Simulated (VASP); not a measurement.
A run of VASP 6.6.1 is set up as follows.

INCAR

```
SYSTEM = CSO
ALGO = Normal
EDIFF = 1E-6
ENCUT = 520
GGA = PE
ISIF = 2
ISMEAR = -1
LASPH = .True.
LCHARG = .False.
LREAL = Auto
LWAVE = .False.
NBANDS = 63
NELM = 60
PREC = Accurate
SIGMA = 0.02
```

Contents of KPOINTS:

```
k-points
0
Gamma
  1 1 1
  0 0 0
```

File POSCAR:

```
CSO
1.0
    7.9264080000      0.0000000000      0.0000000000
    0.0000000000      7.9264080000      0.0000000000
    0.0000000000      0.0000000000      7.9264080000
O C S
6 6 6
Direct
    0.1806997571      0.4372724694      0.4950287697
    0.7219916007      0.5568095914      0.2659212092
    0.6189436628      0.2449154775      0.7143967356
    0.9558427979      0.7966029505      0.1354711996
    0.1397985065      1.0160466128      0.4023007647
    0.7728216867      0.9488030392      0.5660193116
    0.0531640562      0.4263848139      0.5809567209
    0.5805151589      0.5806287034      0.2845803547
    0.5218000386      0.2514884422      0.8200814291
    0.9026030454      0.9383821777      0.1207608793
    0.1362786271      0.9212874230      0.5224939216
    0.7102334374      0.8402923493      0.6452229055
   -0.1137463527      0.3783176440      0.6774821584
    0.3933812138      0.6447056472      0.2823094648
    0.3823421656      0.2830790441      0.9625923874
    0.8486820260      1.1288341453      0.1418170753
    0.1401643721      0.7955053537      0.6639198992
    0.6148434448      0.7384050884      0.7698569137
```

Potentials or basis: VASP PAW PBE potentials, release 64 (O, C, S).

Command:

```console
$ cat potpaw_PBE.64/O/POTCAR potpaw_PBE.64/C/POTCAR potpaw_PBE.64/S/POTCAR > POTCAR
$ mpirun -np 1 vasp_gam > vasp.out
```

(1) Estimate the largest force.

(2) Estimate the pressure.

Results:

(1) 5.858 eV/Å.

(2) 1.4 GPa.

Caveat: the k points lie up to 0.79 Å⁻¹ apart.
